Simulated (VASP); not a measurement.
Write the native input for VASP 6.6.1 that does the following.

- Task: single point
- Functional: PBEsol
- Potentials or basis: VASP PAW PBE potentials, release 64 (Al, N)
- Cutoff: 520 eV
- k mesh: 10 × 10 × 10
- Occupations: fermi-dirac, width 0.05 eV
- Spin: no spin polarisation
- Dipole correction: no
- Further INCAR settings: ALGO = Normal; EDIFF = 1e-06; NBANDS = 11

The structure of AlN lies in POSCAR:

```
AlN
1.0
    0.0000000000      2.1984575146      2.1984575146
    2.1984575146      0.0000000000      2.1984575146
    2.1984575146      2.1984575146      0.0000000000
Al N
1 1
Direct
    0.0000000000      0.0000000000      0.0000000000
    0.2500000000      0.2500000000      0.2500000000
```

These files were run (other wordings do the same):

INCAR

```
PREC     = Accurate       # precision mode
ENCUT    = 520            # plane-wave cutoff, eV
EDIFF    = 1E-6           # SCF threshold, eV
ISMEAR   = -1             # smearing method
SIGMA    = 0.05           # smearing width, eV
LREAL    = False          # projectors in reciprocal space
LASPH    = True           # aspherical terms in the spheres
NELM     = 60             # most SCF steps
ALGO     = Normal         # electronic algorithm
ISIF     = 2              # what is computed and relaxed
LWAVE    = False          # write WAVECAR
LCHARG   = False          # write CHGCAR
GGA      = PS             # functional
NBANDS   = 11             # bands
```

KPOINTS

```
regular mesh
0
Gamma
  10 10 10
```

Potentials or basis: VASP PAW PBE potentials, release 64 (Al, N).

Command:

```sh
$ cat potpaw_PBE.64/Al/POTCAR potpaw_PBE.64/N/POTCAR > POTCAR
$ mpirun -np 1 vasp_std > vasp.out
```

It gave:

* Pressure: -2.6 GPa
* Band gap on the k mesh: 3.18 eV, indirect (least direct gap 3.96 eV)

Caveat: the PAW data sets were made with another functional, which shifts forces and pressure a little.

Run time: 9.1 s on 1 thread of AMD EPYC 7R13 Processor (Zen 3), with other jobs on the host, peak memory 0.11 GiB.
